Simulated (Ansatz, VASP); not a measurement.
## Two plane-wave programs on CdS

Contents of INCAR:

```
SYSTEM = CdS
PREC = Accurate
ENCUT = 520
EDIFF = 1E-7
ISMEAR = 1
SIGMA = 0.1
LREAL = .False.
LASPH = .True.
NELM = 80
ALGO = Normal
ISIF = 2
LWAVE = .False.
LCHARG = .False.
GGA = PE
IVDW = 12
NBANDS = 16
```

KPOINTS

```
Automatic mesh
0
Gamma
  6 6 6
  0 0 0
```

Contents of POSCAR:

```
CdS
1.0
    0.0000000000      3.0106449567      3.0106449567
    3.0106449567      0.0000000000      3.0106449567
    3.0106449567      3.0106449567      0.0000000000
Cd S
1 1
Direct
    0.0000000000      0.0000000000      0.0000000000
    0.2500000000      0.2500000000      0.2500000000
```

Input for Ansatz:

```yaml
crystal:
  lattice:
    - [0.0, 3.010644956728495, 3.010644956728495]
    - [3.010644956728495, 0.0, 3.010644956728495]
    - [3.010644956728495, 3.010644956728495, 0.0]
  atoms:
    - { symbol: Cd, position: [0.0, 0.0, 0.0] }
    - { symbol: S, position: [0.25, 0.25, 0.25] }
basis:
  ecutwfc: 550.0
kpoints:
  mp_grid:
    grid: [6, 6, 6]
hamiltonian:
  xc: pbe
  dispersion: d3bj
  pseudopotentials:
    kind: paw
scf:
  occupations:
    method: cold
output:
  stress: true
```

Alike in both runs: task single point; functional PBE; dispersion D3(BJ); k mesh 6 × 6 × 6; no spin polarisation.

|  | VASP | Ansatz |
| --- | --- | --- |
| version | VASP 6.6.1 | Ansatz 0.2.0 |
| potentials or method | VASP PAW PBE potentials, release 64 (Cd, S), cutoff 520 eV | plane waves, PAW |
| occupations | methfessel-paxton of order 1, width 0.1 eV | cold |
| valence electrons in the cell | 18 | 26 |

```tsv
	VASP	Ansatz	Ansatz less VASP
pressure (GPa)	-3.9	-4.1	-0.24
```

VASP's potentials hold 18 valence electrons a cell and Ansatz's 26, so a difference there can come from the potentials and not from the codes.
